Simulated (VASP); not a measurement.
Crystal: CsPbBr3.

```
Cs Pb Br
1.0
     5.87000    0.00000    0.00000
     0.00000    5.87000    0.00000
     0.00000    0.00000    5.87000
Cs Pb Br
1 1 3
Direct
  0.00000 0.00000 0.00000
  0.50000 0.50000 0.50000
  0.00000 0.50000 0.50000
  0.50000 0.00000 0.50000
  0.50000 0.50000 0.00000
```

- Program: VASP 6.6.1
- Task: relaxation of cell and atoms
- Functional: PBE
- Potentials or basis: VASP PAW PBE potentials, release 64 (Cs_sv, Pb_d, Br)
- Cutoff: 600 eV
- k mesh: 4 × 4 × 4
- Occupations: fermi-dirac, width 0.02 eV
- Spin: no spin polarisation

At the start: pressure 1.6 GPa; volume 40.45 Å³/atom.

How do energy, volume and symmetry change on relaxing?

Over 3 steps the energy falls by 13.5 meV/atom and the volume is 43.46 Å³/atom (+7.4 %); space group Pm-3m (No. 221, to 0.1 Å) before and after.

The path:
```
step  energy change (eV)  largest force (eV/Å)  pressure (GPa)  volume (Å³)
   1              0.0000                0.0000            1.56       202.26
   2             -0.0651                0.0000            0.28       214.02
   3             -0.0677                0.0000           -0.02       217.28
```

Final structure:
```
Cs Pb Br
1.0
     6.01184    0.00000    0.00000
     0.00000    6.01184    0.00000
     0.00000    0.00000    6.01184
Cs Pb Br
1 1 3
Direct
  0.00000 0.00000 0.00000
  0.50000 0.50000 0.50000
  0.00000 0.50000 0.50000
  0.50000 0.00000 0.50000
  0.50000 0.50000 0.00000
```
